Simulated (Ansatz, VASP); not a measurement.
**One calculation of Zn3Cl, two programs**

```
Zn Cl
1.0
     7.22435    0.00000    0.00000
    -3.61218    6.25647    0.00000
     0.00000    0.00000    3.69468
Zn Cl
6 2
Direct
  0.85523 0.71046 0.25000
  0.14477 0.85523 0.75000
  0.28954 0.14477 0.25000
  0.14477 0.28954 0.75000
  0.85523 0.14477 0.25000
  0.71046 0.85523 0.75000
  0.33333 0.66667 0.25000
  0.66667 0.33333 0.75000
```

Alike in both runs: functional PBE; k mesh 3 × 3 × 4; occupations gaussian, width 0.1 eV; no spin polarisation.

Ansatz relaxed the structure, and its values are those at the end. VASP's run is a single point on that final structure, the one shown.

|  | VASP | Ansatz |
| --- | --- | --- |
| version | VASP 6.6.1 | Ansatz 0.2.0 |
| potentials or method | VASP PAW PBE potentials, release 64 (Zn, Cl), cutoff 520 eV | scalar-relativistic, plane waves, PAW |
| valence electrons in the cell | 86 | 86 |

```tsv
	VASP	Ansatz	Ansatz less VASP
gap on the k mesh at the Fermi level (eV)	none	none	-
pressure (GPa)	0.3	0.2	-0.10
rms of the force components (eV/Å)	0.008	0.003	-0.0044
```

A gap of «none» marks a metal or a gap that the smearing closes.

The k mesh is coarse, so the values compare programs but aren't converged.
